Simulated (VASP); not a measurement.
Al, 3 atoms in the cell. Symmetry: P6/mmm, No. 191, hexagonal system. Conventional cell: a = 4.564 Å, b = 4.564 Å, c = 2.793 Å, α = 90.00°, β = 90.00°, γ = 120.00°. Within 3.7 Å of Al (site symmetry 6/mmm) lie 14 Al at 2.79 to 2.98 Å. Within 3.5 Å of Al (site symmetry -6m2) lie 11 Al at 2.63 to 2.98 Å. This isn't the form of Al at room conditions, which is fcc.

| Item | Value |
| --- | --- |
| Program | VASP 6.6.1 |
| Task | single point |
| Functional | PBEsol |
| Potentials or basis | VASP PAW PBE potentials, release 64 (Al) |
| Cutoff | 520 eV |
| k mesh | 6 × 6 × 6 |
| Occupations | gaussian, width 0.1 eV |
| Spin | no spin polarisation |
| Dipole correction | no |
| Further INCAR settings | ALGO = Normal; EDIFF = 1e-06; NBANDS = 12 |

Potentials or basis: VASP PAW PBE potentials, release 64 (Al).

Run with:

```sh
$ cat potpaw_PBE.64/Al/POTCAR > POTCAR
$ mpirun -np 1 vasp_std > vasp.out
```

Hardware: 1 thread of Intel Xeon 8259CL, with other jobs on the host.

**Question.** How long does it take, and how much memory?

**Answer.** It took 14 s on 1 thread of Intel Xeon 8259CL, on a shared host, peak memory 0.17 GiB. Counts: scf iterations 10, k points 28.
